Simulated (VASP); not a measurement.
# MnPt2 (P-3m1) in VASP: notebook

The runs below take MnPt2 through single point, relaxation of cell and atoms, with HSE06, B3LYP, PBEsol, PBE.

All numbers are computed with VASP 6.6.1; they aren't measurements. Logs are shortened: lines on timing, memory, paths and dates and some standing lists are left out, and cuts for length are marked.

## (1) The cell of the first run

It takes space group P-3m1 (No. 164, trigonal). Conventional cell: a = 2.858 Å, b = 2.858 Å, c = 6.533 Å, α = 90.00°, β = 90.00°, γ = 120.00°. Pt (site symmetry 3m) has 3 Mn at 2.64 Å and 9 Pt at 2.86 to 2.91 Å within 3.5 Å. Within 3.5 Å of Mn (site symmetry -3m) lie 6 Pt at 2.64 Å and 6 Mn at 2.86 Å.

## (2) Single point, HSE06, collinear spin, ferromagnetic start

POSCAR reads:

```
MnPt2
1.0
    2.8584044518      0.0000000000      0.0000000000
   -1.4292022259      2.4754508696      0.0000000000
    0.0000000000      0.0000000000      6.5325040000
Pt Mn
2 1
Direct
    0.6666666667      0.3333333333      0.3162060000
    0.3333333333      0.6666666667      0.6837940000
    0.0000000000      0.0000000000      0.0000000000
```

INCAR.step1 reads:

```
PREC = Accurate
ENCUT = 400
EDIFF = 1E-5
ISMEAR = -1
SIGMA = 0.05
LREAL = False
LASPH = True
NELM = 200
ALGO = Normal
ISIF = 2
LWAVE = True
LCHARG = False
ISPIN = 2
MAGMOM = 0 0 4
LORBIT = 11
LMAXMIX = 4
GGA = PE
NBANDS = 28
GGA_COMPAT = False
KPAR = 4
```

INCAR.step2 reads:

```
PREC = Accurate
ENCUT = 400
EDIFF = 1E-6
ISMEAR = -1
SIGMA = 0.05
LREAL = False
LASPH = True
NELM = 200
ALGO = Normal
ISIF = 2
LWAVE = False
LCHARG = False
ISPIN = 2
MAGMOM = 0 0 4
LORBIT = 11
LMAXMIX = 4
GGA = PE
LHFCALC = True
HFSCREEN = 0.2079
PRECFOCK = Normal
ISTART = 1
NBANDS = 28
GGA_COMPAT = False
KPAR = 4
```

KPOINTS reads:

```
Automatic mesh
0
Gamma
  6 6 2
```

Potentials or basis: VASP PAW PBE potentials, release 64 (Pt, Mn_pv).

Launch:

```console
cat potpaw_PBE.64/Pt/POTCAR potpaw_PBE.64/Mn_pv/POTCAR > POTCAR
cp INCAR.step1 INCAR
mpirun -np 4 vasp_std > vasp.out
cp INCAR.step2 INCAR
mpirun -np 4 vasp_std > vasp.out
```

OUTCAR:

```text
PREC = Accurate
   ENCUT = 400
   EDIFF = 1E-6
   ISMEAR = -1
   LREAL = False
   LASPH = True
   NELM = 200
   ISIF = 2
   ISPIN = 2
   LORBIT = 11
   GGA = PE
   LHFCALC = True
   HFSCREEN = 0.2079
   PRECFOCK = Normal
   ISTART = 1

 ion  position               nearest neighbor table
   1  0.667  0.333  0.316-   3 2.64   3 2.64   3 2.64   2 2.91   2 2.91   2 2.91
   2  0.333  0.667  0.684-   3 2.64   3 2.64   3 2.64   1 2.91   1 2.91   1 2.91
   3  0.000  0.000  0.000-   1 2.64   2 2.64   1 2.64   2 2.64   1 2.64   2 2.64

  LATTYP: Found a hexagonal cell.
 ALAT       =     2.8584044518
 C/A-ratio  =     2.2853672775

  Lattice vectors:

 A1 = (   2.8584044518,   0.0000000000,   0.0000000000)
 A2 = (  -1.4292022259,   2.4754508696,   0.0000000000)
 A3 = (   0.0000000000,   0.0000000000,   6.5325040000)

Analysis of symmetry for initial positions (statically):
=====================================================================
 Subroutine PRICEL returns:
 Original cell was already a primitive cell.

 Routine SETGRP: Setting up the symmetry group for a
 hexagonal supercell.

 Subroutine GETGRP returns: Found 12 space group operations
 (whereof 12 operations were pure point group operations)
 out of a pool of 24 trial point group operations.

The static configuration has the point symmetry D_3d.

Analysis of symmetry for dynamics (positions and initial velocities):
=====================================================================
 Subroutine PRICEL returns:
 Original cell was already a primitive cell.

 Routine SETGRP: Setting up the symmetry group for a
 hexagonal supercell.

 Subroutine GETGRP returns: Found 12 space group operations
 (whereof 12 operations were pure point group operations)
 out of a pool of 24 trial point group operations.

The dynamic configuration has the point symmetry D_3d.

Analysis of structural, dynamic, and magnetic symmetry:
=====================================================================
 Subroutine PRICEL returns:
 Original cell was already a primitive cell.

 Routine SETGRP: Setting up the symmetry group for a
 hexagonal supercell.

 Subroutine GETGRP returns: Found 12 space group operations
[... 119 lines left out ...]
   GGA     = PE    functional components
   LHFCALC =     T    Hartree Fock is set to
   PRECFOCK=normal    Normal, Fast or Accurate (Low or Medium for compatibility)
   ENCUT4O =  -1.0   cutoff for four orbital integrals eV
   NKREDX  =     1    reduce k-point grid by
   NKREDY  =     1    reduce k-point grid by
   NKREDZ  =     1    reduce k-point grid by
   AEXX    =    0.2500 exact exchange contribution
   HFSCREEN=    0.2079 screening length (either q_TF or 0.3 A-1)
   HFSCREENC=   0.2079 screening length for correlation (either q_TF or 0.3 A-1)
   ENCUTFOCK=  -1.0 apply spherical cutoff to Coloumb kernel
   IVDW    =     0    specifies the selected vdW correction
   LEPSILON=     F    determine dielectric tensor
   LRPA    =     F    only Hartree local field effects (RPA)
 spin polarized calculation
  energy-cutoff  :      400.00
  volume of cell :       46.22
 maximum number of plane-waves:       861
 NGX is ok and might be reduce to    20
  NGX = 14; NGY = 14; NGZ = 32

 number of electron      33.0000006 magnetization       4.8892710

 Free energy of the ion-electron system (eV)
  ---------------------------------------------------
  ext. energy  EPLUGINS =         0.00000000
  ---------------------------------------------------
  free energy    TOTEN  =       -28.44871139 eV

  energy without entropy =      -28.44558784  energy(sigma->0) =      -28.44714962

 E-fermi :   9.1591     XC(G=0): -10.4525

 val. band max:        8.9616262223   @ k =   0.5000   0.0000   0.5000
 cond. band min:       9.1908895908   @ k =   0.1667   0.0000   0.0000
 fundamental gap:      0.2292633684
 Fermi energy:         9.1590669268

 spin component 1

 k-point     1 :       0.0000    0.0000    0.0000
  band No.  band energies     occupation
      1     -45.3484      1.00000
      2     -45.3484      1.00000
      3     -45.3168      1.00000
      4      -0.9547      1.00000
      5       1.5870      1.00000
      6       2.0519      1.00000
[... 423 lines left out ...]
     27      23.0053      0.00000
     28      23.0557      0.00000
 Fermi energy:         9.1590669268

 spin component 2

 k-point     1 :       0.0000    0.0000    0.0000
  band No.  band energies     occupation
      1     -39.1357      1.00000
      2     -39.1123      1.00000
      3     -39.1123      1.00000
      4      -0.7769      1.00000
      5       1.7441      1.00000
      6       3.4593      1.00000
[... 423 lines left out ...]
     27      23.8456      0.00000
     28      23.9769      0.00000

------------------------ aborting loop because EDIFF is reached ----------------------------------------

  FORCE on cell =-STRESS in cart. coord.  units (eV):
  Direction    XX          YY          ZZ          XY          YZ          ZX
  --------------------------------------------------------------------------------------
  -------------------------------------------------------------------------------------
  Total       -0.9985935     -0.9985935      0.1016908     -0.0000000      0.0000000      0.0000000
  in kB      -34.6131909    -34.6131909      3.5248017     -0.0000000      0.0000000      0.0000000
  external PRESSURE =     -21.9005267 kB  Pullay stress =       0.0000000 kB

 VOLUME and BASIS-vectors are now :
 -----------------------------------------------------------------------------
  energy-cutoff  :      400.00
  volume of cell :       46.22
      direct lattice vectors                 reciprocal lattice vectors
     2.858404452  0.000000000  0.000000000     0.349845523  0.201983407  0.000000000
    -1.429202226  2.475450870  0.000000000     0.000000000  0.403966814  0.000000000
     0.000000000  0.000000000  6.532504000     0.000000000  0.000000000  0.153080656

 POSITION                                       TOTAL-FORCE (eV/Angst)
 -----------------------------------------------------------------------------------
      1.42920      0.82515      2.06562        -0.000000      0.000000      0.230046
     -0.00000      1.65030      4.46689         0.000000     -0.000000     -0.230046
      0.00000      0.00000      0.00000         0.000000      0.000000      0.000000
 -----------------------------------------------------------------------------------
    total drift:                                0.000000      0.000002     -0.000003

  FREE ENERGIE OF THE ION-ELECTRON SYSTEM (eV)
  ---------------------------------------------------
  free  energy   TOTEN  =       -28.4487113947 eV

  energy  without entropy=      -28.4455878449  energy(sigma->0) =      -28.44714962

 total charge

# of ion       s       p       d       tot
------------------------------------------
    1        0.675   0.506   8.166   9.346
    2        0.675   0.506   8.166   9.346
    3        0.328   6.268   4.920  11.516
--------------------------------------------------
tot          1.678   7.279  21.251  30.209

 magnetization (x)

# of ion       s       p       d       tot
------------------------------------------
    1       -0.036  -0.029   0.336   0.271
    2       -0.036  -0.029   0.336   0.271
    3        0.015   0.017   4.171   4.204
--------------------------------------------------
tot         -0.056  -0.040   4.843   4.746
```

OUTCAR.step1:

```text
PREC = Accurate
   ENCUT = 400
   EDIFF = 1E-5
   ISMEAR = -1
   LREAL = False
   LASPH = True
   NELM = 200
   ISIF = 2
   ISPIN = 2
[... 1111 lines left out ...]

# of ion       s       p       d       tot
------------------------------------------
    1        0.650   0.530   8.050   9.230
    2        0.650   0.530   8.050   9.230
    3        0.319   6.267   4.960  11.546
--------------------------------------------------
tot          1.620   7.327  21.059  30.007

 magnetization (x)

# of ion       s       p       d       tot
------------------------------------------
    1       -0.018  -0.002   0.376   0.356
    2       -0.018  -0.002   0.376   0.356
    3        0.018   0.027   3.796   3.842
--------------------------------------------------
tot         -0.017   0.023   4.548   4.554
```

Wall time 21 min (4 MPI ranks of Intel Xeon Platinum 8259CL at 2.50GHz (Skylake/Cascade Lake), shared host); peak memory 0.28 GiB.

What came out:

```yaml
Free_energy: -28.4487 eV
Pressure: -2.2 GPa
Largest_force: 0.230 eV/Å
Net_moment: 4.89 μB per cell
Site_moments: Pt +0.27; Mn +4.20 μB
Valence_electrons_inside_the_program's_atomic_spheres: Pt 9.35; Mn 11.52
```

Forces in eV/Å, atoms in the order of the input:
```
Pt   0.000  0.000  0.230
Pt   0.000  0.000 -0.230
Mn   0.000  0.000  0.000
```

Levels at points of the mesh, in eV from the Fermi level:
Spin up:
| k point | band 15 | band 16 | band 17 | band 18 | band 19 | band 20 | band 21 | band 22 | band 23 | band 24 |
| --- | --- | --- | --- | --- | --- | --- | --- | --- | --- | --- |
| (0.00, 0.00, 0.00) | -2.99 | -2.99 | -2.96 | -1.82 | -1.82 | -1.48 | -1.48 | 11.27 | 12.12 | 16.32 |
| (0.50, 0.00, 0.00) | -1.34 | -1.02 | -0.44 | -0.23 | 1.57 | 2.13 | 2.36 | 6.43 | 6.85 | 9.59 |
| (0.00, 0.00, 0.50) | -3.34 | -3.34 | -2.33 | -2.33 | -0.87 | -0.87 | 0.48 | 6.93 | 15.51 | 16.13 |
| (0.50, 0.00, 0.50) | -1.95 | -1.32 | -0.61 | -0.40 | -0.34 | 1.96 | 3.15 | 5.70 | 9.47 | 10.15 |
Spin down:
```
           k point  band 11  band 12  band 13  band 14  band 15  band 16  band 17  band 18  band 19  band 20
(0.00, 0.00, 0.00)    -2.75    -2.68    -2.26    -2.26    -1.24    -1.24     2.58     3.37     3.37     4.46
(0.50, 0.00, 0.00)    -2.03    -0.67     0.31     0.37     1.62     2.30     2.98     3.17     4.43     5.32
(0.00, 0.00, 0.50)    -3.48    -2.02    -2.02    -1.64    -1.64     0.65     1.98     3.43     3.43     4.57
(0.50, 0.00, 0.50)    -1.68    -0.40    -0.20     0.30     0.40     2.41     2.63     3.84     4.00     5.32
```

Caveat: the k points lie up to 0.48 Å⁻¹ apart; the PAW data sets were made with another functional, which shifts forces and pressure a little; spin-orbit coupling is left out, which moves the levels of the heavy elements.

[end of part 1 of 2]
